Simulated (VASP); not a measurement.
# InP3 (R-3m) in VASP: a series of runs, part 2 of 2

VASP 6.6.1. The steps go on from the part before.

## Step 5: Single point, PBEsol

Input file INCAR:

```
PREC = Accurate ; ENCUT = 520
EDIFF = 1E-6 ; ISMEAR = 0
SIGMA = 0.1 ; LREAL = False
LASPH = True ; NELM = 100
ALGO = Normal ; ISIF = 2
LWAVE = False ; LCHARG = True
GGA = PS ; LELF = True
LVHAR = True ; NBANDS = 38
```

Input file KPOINTS:

```
Automatic mesh
0
Gamma
  6 6 6
```

Input file POSCAR:

```
InP3
1.0
    3.7244993001      2.1503406735      3.2950000000
   -3.7244993001      2.1503406735      3.2950000000
    0.0000000000     -4.3006813470      3.2950000000
In P
2 6
Direct
    0.2755000000      0.2755000000      0.2755000000
    0.7245000000      0.7245000000      0.7245000000
    0.7963000000      0.2414000000      0.7963000000
    0.7963000000      0.7963000000      0.2414000000
    0.2414000000      0.7963000000      0.7963000000
    0.2037000000      0.7586000000      0.2037000000
    0.7586000000      0.2037000000      0.2037000000
    0.2037000000      0.2037000000      0.7586000000
```

Potentials or basis: VASP PAW PBE potentials, release 64 (In_d, P).

The run is started by

```console
$ cat potpaw_PBE.64/In_d/POTCAR potpaw_PBE.64/P/POTCAR > POTCAR
$ mpirun -np 1 vasp_std > vasp.out
```

OUTCAR:

```text
PREC = Accurate
   ENCUT = 520
   EDIFF = 1E-6
   ISMEAR = 0
   LREAL = False
   LASPH = True
   NELM = 100
   ISIF = 2
   GGA = PS

 ion  position               nearest neighbor table
   1  0.276  0.276  0.276-   8 2.64   7 2.64   6 2.64   8 2.90   6 2.90   7 2.90
   2  0.724  0.724  0.724-   4 2.64   3 2.64   5 2.64   4 2.90   5 2.90   3 2.90
   3  0.796  0.241  0.796-   7 2.20   8 2.20   2 2.64   2 2.90
   4  0.796  0.796  0.241-   6 2.20   7 2.20   2 2.64   2 2.90
   5  0.241  0.796  0.796-   6 2.20   8 2.20   2 2.64   2 2.90
   6  0.204  0.759  0.204-   5 2.20   4 2.20   1 2.64   1 2.90
   7  0.759  0.204  0.204-   3 2.20   4 2.20   1 2.64   1 2.90
   8  0.204  0.204  0.759-   3 2.20   5 2.20   1 2.64   1 2.90

  LATTYP: Found a trigonal (rhomboedric) cell.
 ALAT       =     5.4178302898
 COS(alpha) =     0.0548189717

  Lattice vectors:

 A1 = (   3.7244993001,   2.1503406735,   3.2950000000)
 A2 = (  -3.7244993001,   2.1503406735,   3.2950000000)
 A3 = (   0.0000000000,  -4.3006813470,   3.2950000000)

Analysis of symmetry for initial positions (statically):
=====================================================================
 Subroutine PRICEL returns:
 Original cell was already a primitive cell.

 Routine SETGRP: Setting up the symmetry group for a
 trigonal (rhombohedral) supercell.

 Subroutine GETGRP returns: Found 12 space group operations
 (whereof 12 operations were pure point group operations)
 out of a pool of 12 trial point group operations.

The static configuration has the point symmetry D_3d.

Analysis of symmetry for dynamics (positions and initial velocities):
=====================================================================
 Subroutine PRICEL returns:
[... 142 lines left out ...]
  volume/ion in A,a.u.               =      19.79       133.56
  Fermi-wavevector in a.u.,A,eV,Ry     =   1.157738  2.187807 18.236663  1.340357
  Thomas-Fermi vector in A             =   2.294347
   LORBIT       =      0    0 simple, 1 ext, 2 COOP (PROOUT), +10 PAW based schemes
   GGA     = PS    functional components
   LHFCALC =     F    Hartree Fock is set to
   AEXX    =    0.0000 exact exchange contribution
   IVDW    =     0    specifies the selected vdW correction
   LEPSILON=     F    determine dielectric tensor
   LRPA    =     F    only Hartree local field effects (RPA)
 non-spin polarized calculation
 Gauss-broadening in eV      SIGMA  =   0.10
  energy-cutoff  :      520.00
  volume of cell :      158.34
 maximum number of plane-waves:      4290
   NGX = 21   NGY = 21   NGZ = 21

 number of electron      56.0000000 magnetization

 Free energy of the ion-electron system (eV)
  ---------------------------------------------------
  ext. energy  EPLUGINS =         0.00000000
  ---------------------------------------------------
  free energy    TOTEN  =       -41.33773633 eV

  energy without entropy =      -41.33300015  energy(sigma->0) =      -41.33536824

 E-fermi :   6.6936     XC(G=0): -10.3396

 val. band max:        6.6013684911   @ k =   0.5000   0.5000   0.3333
 cond. band min:       6.7073222596   @ k =   0.5000   0.5000   0.0000
 fundamental gap:      0.1059537684
 Fermi energy:         6.6936052805

 k-point     1 :       0.0000    0.0000    0.0000
  band No.  band energies     occupation
      1      -7.7164      2.00000
      2      -7.7164      2.00000
      3      -7.5787      2.00000
      4      -7.5787      2.00000
      5      -7.5418      2.00000
      6      -7.4968      2.00000
[... 973 lines left out ...]
     37      11.3762      0.00000
     38      11.4325      0.00000

 [... further k-points ...]

------------------------ aborting loop because EDIFF is reached ----------------------------------------

  FORCE on cell =-STRESS in cart. coord.  units (eV):
  Direction    XX          YY          ZZ          XY          YZ          ZX
  --------------------------------------------------------------------------------------
  -------------------------------------------------------------------------------------
  Total       -0.2348936     -0.2348936     -0.0703395      0.0000000      0.0000000      0.0000000
  in kB       -2.3768403     -2.3768403     -0.7117514      0.0000000      0.0000000      0.0000000
  external PRESSURE =      -1.8218107 kB  Pullay stress =       0.0000000 kB

 VOLUME and BASIS-vectors are now :
 -----------------------------------------------------------------------------
  energy-cutoff  :      520.00
  volume of cell :      158.34
      direct lattice vectors                 reciprocal lattice vectors
     3.724499300  2.150340674  3.295000000     0.134246233  0.077507099  0.101163379
    -3.724499300  2.150340674  3.295000000    -0.134246233  0.077507099  0.101163379
     0.000000000 -4.300681347  3.295000000     0.000000000 -0.155014197  0.101163379

 POSITION                                       TOTAL-FORCE (eV/Angst)
 -----------------------------------------------------------------------------------
      0.00000      0.00000      2.72332         0.000000      0.000000     -0.113008
      0.00000      0.00000      7.16168         0.000000      0.000000      0.113008
      2.06672     -1.19322      6.04303        -0.023542      0.013592     -0.152942
      0.00000      2.38645      6.04303         0.000000     -0.027184     -0.152942
     -2.06672     -1.19322      6.04303         0.023542      0.013592     -0.152942
     -2.06672      1.19322      3.84197         0.023542     -0.013592      0.152942
      2.06672      1.19322      3.84197        -0.023542     -0.013592      0.152942
      0.00000     -2.38645      3.84197         0.000000      0.027184      0.152942
 -----------------------------------------------------------------------------------
    total drift:                               -0.000000     -0.000000      0.000000

  FREE ENERGIE OF THE ION-ELECTRON SYSTEM (eV)
  ---------------------------------------------------
  free  energy   TOTEN  =       -41.3377363274 eV

  energy  without entropy=      -41.3330001471  energy(sigma->0) =      -41.33536824
```

OSZICAR:

```text
N       E                     dE             d eps       ncg     rms          rms(c)
DAV:   1     0.471746679887E+03    0.47175E+03   -0.24237E+04  2432   0.156E+03
DAV:   2     0.231702833051E+02   -0.44858E+03   -0.43080E+03  2478   0.394E+02
DAV:   3    -0.387036997511E+02   -0.61874E+02   -0.59582E+02  3056   0.147E+02
DAV:   4    -0.419600673812E+02   -0.32564E+01   -0.32238E+01  3114   0.318E+01
DAV:   5    -0.420965162215E+02   -0.13645E+00   -0.13621E+00  3650   0.696E+00    0.125E+01
DAV:   6    -0.414178062366E+02    0.67871E+00   -0.13106E+00  3486   0.165E+01    0.726E+00
DAV:   7    -0.413445185954E+02    0.73288E-01   -0.56613E-01  3690   0.542E+00    0.170E+00
DAV:   8    -0.413377198532E+02    0.67987E-02   -0.87843E-02  3634   0.273E+00    0.108E+00
DAV:   9    -0.413377306034E+02   -0.10750E-04   -0.66828E-03  3334   0.449E-01    0.354E-01
DAV:  10    -0.413377190499E+02    0.11553E-04   -0.43560E-04  3828   0.131E-01    0.178E-01
DAV:  11    -0.413377403904E+02   -0.21340E-04   -0.78308E-05  3378   0.621E-02    0.998E-02
DAV:  12    -0.413377362242E+02    0.41662E-05   -0.22224E-05  2952   0.281E-02    0.344E-02
DAV:  13    -0.413377363274E+02   -0.10320E-06   -0.29545E-06  2588   0.105E-02
   1 F= -.41337736E+02 E0= -.41335368E+02  d E =-.473618E-02
```

stdout:

```text
POSCAR found type information on POSCAR InP
 POSCAR found :  2 types and       8 ions
 scaLAPACK will be used
 -----------------------------------------------------------------------------
|                                                                             |
|                                                                             |
|     You enforced a specific xc type in the INCAR file but a different       |
|     I HOPE YOU KNOW WHAT YOU ARE DOING!                                     |
|                                                                             |
 -----------------------------------------------------------------------------

 LDA part: xc-table for (Slater+PW92), standard interpolation
 POSCAR, INCAR and KPOINTS ok, starting setup
 FFT: planning ... GRIDC
 FFT: planning ... GRID_SOFT
 FFT: planning ... GRID
 WAVECAR not read
 entering main loop
```

It took 3.8 min on 1 thread of Intel Xeon 8259CL, shared host; peak memory 0.32 GiB.

What came out:

```yaml
Free_energy: -41.3377 eV
Pressure: -0.2 GPa
Largest_force: 0.155 eV/Å
Band_gap_on_the_k_mesh: zero (bands 28 and 29 overlap by 0.51 eV)
```

Forces on the atoms (eV/Å):
```
In   0.000  0.000 -0.113
In   0.000  0.000  0.113
P   -0.024  0.014 -0.153
P    0.000 -0.027 -0.153
P    0.024  0.014 -0.153
P    0.024 -0.014  0.153
P   -0.024 -0.014  0.153
P    0.000  0.027  0.153
```

Caveat: semilocal functionals underestimate gaps, so a narrow gap can read as zero; the PAW data sets were made with another functional, which shifts forces and pressure a little; spin-orbit coupling is left out, which moves the levels of the heavy elements.

## Step 6: Single point, PBEsol

Input file INCAR:

```
SYSTEM = InP3
ALGO = Normal ; EDIFF = 1E-7
ENCUT = 520 ; GGA = PS
ISIF = 2 ; ISMEAR = 0
LASPH = .TRUE. ; LCHARG = .FALSE.
LREAL = .FALSE. ; LWAVE = .FALSE.
NBANDS = 38 ; NELM = 100
PREC = Accurate ; SIGMA = 0.2
```

Input file KPOINTS:

```
k-points
0
G
  6 6 6
  0 0 0
```

POSCAR is that of step 5.

Potentials or basis: VASP PAW PBE potentials, release 64 (In_d, P).

The run is started by

```console
$ cat potpaw_PBE.64/In_d/POTCAR potpaw_PBE.64/P/POTCAR > POTCAR
$ mpirun -np 1 vasp_std > vasp.out
```

Run time: 4.8 min. Hardware: 1 thread of Intel Xeon 8259CL, shared host; peak memory 0.32 GiB.

Results (log left out):

```
Free energy            : -41.3449 eV
Pressure               : -0.2 GPa
Largest force          : 0.140 eV/Å
Band gap on the k mesh : zero (bands 28 and 29 overlap by 0.51 eV)
```

Forces on the atoms (eV/Å):
```
In   0.000  0.000 -0.096
In   0.000  0.000  0.096
P   -0.032  0.018 -0.135
P    0.000 -0.036 -0.135
P    0.032  0.018 -0.135
P    0.032 -0.018  0.135
P   -0.032 -0.018  0.135
P    0.000  0.036  0.135
```

Stress tensor (GPa, compression positive):
```
-0.23  0.00  0.00
 0.00 -0.23  0.00
 0.00  0.00 -0.12
```

Levels at points of the mesh, in eV from the Fermi level:
| k point | band 25 | band 26 | band 27 | band 28 | band 29 | band 30 | band 31 | band 32 |
| --- | --- | --- | --- | --- | --- | --- | --- | --- |
| (0.00, 0.00, 0.00) | -2.22 | -2.05 | -0.72 | -0.72 | -0.25 | -0.15 | 1.95 | 2.28 |
| (0.50, 0.00, 0.00) | -2.50 | -1.52 | -1.08 | -1.05 | 0.39 | 2.51 | 2.66 | 3.08 |
| (0.50, 0.50, 0.00) | -1.37 | -0.76 | -0.62 | -0.01 | 1.31 | 1.42 | 2.28 | 2.49 |
| (0.50, 0.50, 0.50) | 0.01 | 0.01 | 0.19 | 0.19 | 1.56 | 1.68 | 1.68 | 1.94 |

Caveat: semilocal functionals underestimate gaps, so a narrow gap can read as zero; the PAW data sets were made with another functional, which shifts forces and pressure a little; spin-orbit coupling is left out, which moves the levels of the heavy elements.

## Step 7: The runs side by side

```csv
k mesh,smearing,gap on the mesh (eV),pressure (GPa),largest force (eV/Å)
3 × 3 × 3,gaussian 0.2 eV,-,-0.2,0.31
3 × 3 × 3,gaussian 0.4 eV,-,-0.2,0.32
6 × 6 × 6,gaussian 0.1 eV,none,-0.2,0.16
6 × 6 × 6,gaussian 0.2 eV,none,-0.2,0.14
```

Alike in all rows: task single point; level PBEsol; potentials or basis VASP PAW PBE potentials, release 64 (In_d, P); no spin polarisation; cell as given; cutoff (eV) 520.

Caveats: some runs use coarse meshes; the PAW data sets were made with another functional, which shifts forces and pressure a little; spin-orbit coupling is left out, which moves the levels of the heavy elements; semilocal functionals underestimate gaps, so a narrow gap can read as zero (at least some runs); so wide a smearing shifts energies and pressures (at least some runs).

Absolute energies hang on the potentials; compare differences alone.
